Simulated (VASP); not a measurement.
# ZnS in VASP: a series of runs, part 2 of 2

VASP 6.6.1. Earlier steps stand in the parts before.

### 3 Single point, PBE (uniaxial z strain -3.0%)

INCAR

```
PREC = Accurate
ENCUT = 520
EDIFF = 1E-6
ISMEAR = -1
SIGMA = 0.02
LREAL = False
LASPH = True
NELM = 60
ALGO = Normal
ISIF = 2
LWAVE = False
LCHARG = False
GGA = PE
NBANDS = 16
```

KPOINTS

```
Automatic mesh
0
Gamma
  8 8 8
```

POSCAR

```
ZnS
1.0
    0.0000000000      2.6940858334      2.6132632584
    2.6940858334      0.0000000000      2.6132632584
    2.6940858334      2.6940858334      0.0000000000
Zn S
1 1
Direct
    0.0000000000      0.0000000000      0.0000000000
    0.2500000000      0.2500000000      0.2500000000
```

Potentials or basis: VASP PAW PBE potentials, release 64 (Zn, S).

Command:

```bash
$ cat potpaw_PBE.64/Zn/POTCAR potpaw_PBE.64/S/POTCAR > POTCAR
$ mpirun -np 1 vasp_std > vasp.out
```

OUTCAR:

```text
PREC = Accurate
   ENCUT = 520
   EDIFF = 1E-6
   ISMEAR = -1
   LREAL = False
   LASPH = True
   NELM = 60
   ISIF = 2
   GGA = PE

 ion  position               nearest neighbor table
   1  0.000  0.000  0.000-   2 2.31   2 2.31   2 2.31   2 2.31
   2  0.250  0.250  0.250-   1 2.31   1 2.31   1 2.31   1 2.31

  LATTYP: Found a body centered tetragonal cell.
 ALAT       =     3.8100127238
 C/A-ratio  =     1.3717871555

  Lattice vectors:

 A1 = (   0.0000000000,  -2.6940858334,  -2.6132632584)
 A2 = (   0.0000000000,   2.6940858334,  -2.6132632584)
[... 624 lines left out ...]
      4      -3.8277      2.00000
      5      -3.4801      2.00000
      6      -3.4400      2.00000
[... 8 lines left out ...]
     15      15.1925      0.00000
     16      15.7531      0.00000

 [... further k-points ...]
[... 5 lines left out ...]
  --------------------------------------------------------------------------------------
  -------------------------------------------------------------------------------------
  Total        1.1046918      1.1046918      1.3647331      0.0000000      0.0000000      0.0000000
  in kB       46.6568813     46.6568813     57.6397772      0.0000000      0.0000000      0.0000000
  external PRESSURE =      50.3178466 kB  Pullay stress =       0.0000000 kB

 VOLUME and BASIS-vectors are now :
 -----------------------------------------------------------------------------
  energy-cutoff  :      520.00
  volume of cell :       37.93
      direct lattice vectors                 reciprocal lattice vectors
     0.000000000  2.694085833  2.613263258    -0.185591711  0.185591711  0.191331661
     2.694085833  0.000000000  2.613263258     0.185591711 -0.185591711  0.191331661
     2.694085833  2.694085833  0.000000000     0.185591711  0.185591711 -0.191331661

 POSITION                                       TOTAL-FORCE (eV/Angst)
 -----------------------------------------------------------------------------------
      0.00000      0.00000      0.00000        -0.000000      0.000000     -0.000000
      1.34704      1.34704      1.30663         0.000000     -0.000000      0.000000
 -----------------------------------------------------------------------------------
    total drift:                                0.000002      0.000002      0.000001

  FREE ENERGIE OF THE ION-ELECTRON SYSTEM (eV)
  ---------------------------------------------------
  free  energy   TOTEN  =        -6.8123546477 eV

  energy  without entropy=       -6.8123546477  energy(sigma->0) =       -6.81235465
```

OSZICAR:

```text
N       E                     dE             d eps       ncg     rms          rms(c)
DAV:   1     0.896536477677E+02    0.89654E+02   -0.89228E+03  1896   0.136E+03
DAV:   2    -0.140502111818E+01   -0.91059E+02   -0.85048E+02  2192   0.263E+02
DAV:   3    -0.718385952102E+01   -0.57788E+01   -0.57567E+01  2352   0.650E+01
DAV:   4    -0.724236956795E+01   -0.58510E-01   -0.58500E-01  2336   0.674E+00
DAV:   5    -0.724304133880E+01   -0.67177E-03   -0.67176E-03  2400   0.692E-01    0.741E+00
DAV:   6    -0.683469347211E+01    0.40835E+00   -0.73951E-01  2808   0.307E+01    0.574E+00
DAV:   7    -0.681276880767E+01    0.21925E-01   -0.26433E-01  2288   0.474E+00    0.287E+00
DAV:   8    -0.681201725682E+01    0.75155E-03   -0.55398E-03  2520   0.102E+00    0.758E-01
DAV:   9    -0.681220020583E+01   -0.18295E-03   -0.13549E-03  2312   0.288E-01    0.926E-02
DAV:  10    -0.681235309117E+01   -0.15289E-03   -0.20029E-04  2336   0.103E-01    0.315E-02
DAV:  11    -0.681235402031E+01   -0.92914E-06   -0.29476E-05  2288   0.410E-02    0.769E-03
DAV:  12    -0.681235464770E+01   -0.62740E-06   -0.35985E-06  2424   0.123E-02
   1 F= -.68123546E+01 E0= -.68123546E+01  d E =-.975135E-12
```

Run time: 16 s. Hardware: 1 thread of Intel Xeon 6975P-C (Granite Rapids), shared host; peak memory 0.17 GiB.

What came out:

| Quantity | Value |
| --- | --- |
| Free energy | -6.8124 eV |
| Pressure | 5.0 GPa |
| Band gap on the k mesh | 2.22 eV, direct |

Levels at points of the mesh, in eV from the valence-band top:
```tsv
k point	band 7	band 8	band 9	band 10	band 11	band 12
(0.00, 0.00, 0.00)	-0.10	-0.10	0.00	2.22	6.30	6.30
(0.50, 0.00, 0.00)	-5.61	-1.07	-0.91	3.31	6.70	6.99
(0.50, 0.50, 0.00)	-4.66	-2.54	-2.54	3.14	3.80	11.43
(0.50, 0.00, 0.50)	-4.84	-2.41	-2.34	3.30	4.10	11.07
```

Caveat: the cell differs from its parent crystal (uniaxial z strain -3.0%).

### 4 Single point, PBE (epitaxial 111 strain +0.5%)

INCAR

```
PREC = Accurate
ENCUT = 520
EDIFF = 1E-6
ISMEAR = -1
SIGMA = 0.02
LREAL = F
LASPH = T
NELM = 100
ALGO = Normal
ISIF = 2
LWAVE = F
LCHARG = T
GGA = PE
LELF = T
LVHAR = T
NBANDS = 16
```

KPOINTS is that of step 3.

POSCAR

```
ZnS
1.0
   -0.0134704292      2.6940858334      2.6940858334
    2.6940858334     -0.0134704292      2.6940858334
    2.6940858334      2.6940858334     -0.0134704292
Zn S
1 1
Direct
   -0.0004348165     -0.0004348165     -0.0004348165
    0.2504348165      0.2504348165      0.2504348165
```

Command:

```bash
$ cat potpaw_PBE.64/Zn/POTCAR potpaw_PBE.64/S/POTCAR > POTCAR
$ mpirun -np 1 vasp_std > vasp.out
```

Run time: 14 s. Hardware: 1 thread of Intel Xeon 6975P-C (Granite Rapids), shared host; peak memory 0.18 GiB.

It converged, with:

* Free energy: -6.8460 eV
* Pressure: 1.9 GPa
* Largest force: 0.003 eV/Å
* Band gap on the k mesh: 2.09 eV, direct

Forces in eV/Å, atoms in the order of the input:
```
Zn  -0.002 -0.002 -0.002
S    0.002  0.002  0.002
```

Stress tensor (GPa, compression positive):
```
1.86 0.24 0.24
0.24 1.86 0.24
0.24 0.24 1.86
```

Levels at points of the mesh, in eV from the valence-band top:
| k point | band 6 | band 7 | band 8 | band 9 | band 10 | band 11 | band 12 | band 13 |
| --- | --- | --- | --- | --- | --- | --- | --- | --- |
| (0.00, 0.00, 0.00) | -5.87 | -0.04 | -0.04 | 0.00 | 2.09 | 6.34 | 6.34 | 6.44 |
| (0.50, 0.00, 0.00) | -5.67 | -5.33 | -0.90 | -0.87 | 3.31 | 6.90 | 6.93 | 8.85 |
| (0.50, 0.50, 0.00) | -5.65 | -4.59 | -2.28 | -2.22 | 3.38 | 4.05 | 10.96 | 11.95 |
| (0.50, 0.50, 0.50) | -5.66 | -5.31 | -0.92 | -0.92 | 3.23 | 6.86 | 6.86 | 8.87 |

Caveat: the cell differs from its parent crystal (epitaxial 111 strain +0.5%).

### 5 Single point, PBE (strain along [111] +5.0%)

INCAR

```
  PREC = Accurate
  ENCUT = 520
  EDIFF = 1E-6
  ISMEAR = -1
  SIGMA = 0.02
  LREAL = F
  LASPH = T
  NELM = 60
  ALGO = Normal
  ISIF = 2
  LWAVE = F
  LCHARG = T
  GGA = PE
  LELF = T
  LVHAR = T
  NBANDS = 16
```

KPOINTS is that of step 4.

POSCAR

```
ZnS
1.0
    0.0898028611      2.7838886945      2.7838886945
    2.7838886945      0.0898028611      2.7838886945
    2.7838886945      2.7838886945      0.0898028611
Zn S
1 1
Direct
    0.0020988294      0.0020988294      0.0020988294
    0.2479011706      0.2479011706      0.2479011706
```

Command:

```bash
$ cat potpaw_PBE.64/Zn/POTCAR potpaw_PBE.64/S/POTCAR > POTCAR
$ mpirun -np 1 vasp_std > vasp.out
```

Wall time 21 s (1 thread of Intel Xeon 6975P-C (Granite Rapids), shared host); peak memory 0.19 GiB.

It converged, with:

```yaml
Free_energy: -6.8315 eV
Pressure: -1.0 GPa
Largest_force: 0.023 eV/Å
Band_gap_on_the_k_mesh: 1.81 eV, direct
```

Forces on the atoms (eV/Å):
```
Zn   0.013  0.013  0.013
S   -0.013 -0.013 -0.013
```

Stress tensor (GPa, compression positive):
```
-1.04 -1.55 -1.55
-1.55 -1.04 -1.55
-1.55 -1.55 -1.04
```

Levels at points of the mesh, in eV from the valence-band top:
| k point | band 7 | band 8 | band 9 | band 10 | band 11 | band 12 |
| --- | --- | --- | --- | --- | --- | --- |
| (0.00, 0.00, 0.00) | -0.25 | 0.00 | 0.00 | 1.82 | 5.99 | 6.56 |
| (0.50, 0.00, 0.00) | -5.08 | -1.03 | -0.85 | 3.02 | 6.68 | 6.90 |
| (0.50, 0.50, 0.00) | -4.48 | -2.30 | -2.00 | 3.32 | 4.08 | 10.45 |
| (0.50, 0.50, 0.50) | -5.18 | -0.72 | -0.72 | 3.50 | 7.12 | 7.12 |

Caveat: the cell differs from its parent crystal (strain along [111] +5.0%).

### 6 The runs side by side

| level | cell | smearing | gap on the mesh (eV) | pressure (GPa) |
| --- | --- | --- | --- | --- |
| r2SCAN | a = 3.962 Å, angles 60.0°, 2 atoms | gaussian 0.01 eV | 2.18 | -7.1 |
| PBE | a = 3.753, b = 3.753, c = 3.810 Å, angles 59.5, 59.5, 61.0°, 2 atoms | fermi-dirac 0.02 eV | 2.22 | 5.0 |
| PBE | a = 3.810 Å, angles 60.3°, 2 atoms | fermi-dirac 0.02 eV | 2.09 | 1.9 |
| PBE | a = 3.938 Å, angles 57.9°, 2 atoms | fermi-dirac 0.02 eV | 1.81 | -1.0 |

Alike in all rows: task single point; potentials or basis VASP PAW PBE potentials, release 64 (Zn, S); no spin polarisation; k mesh 8 × 8 × 8; cutoff (eV) 520.

Caveats: the PAW data sets were made with another functional, which shifts forces and pressure a little (some runs).

Total energies depend on the potentials used, so only differences within one code and one set of settings carry meaning.
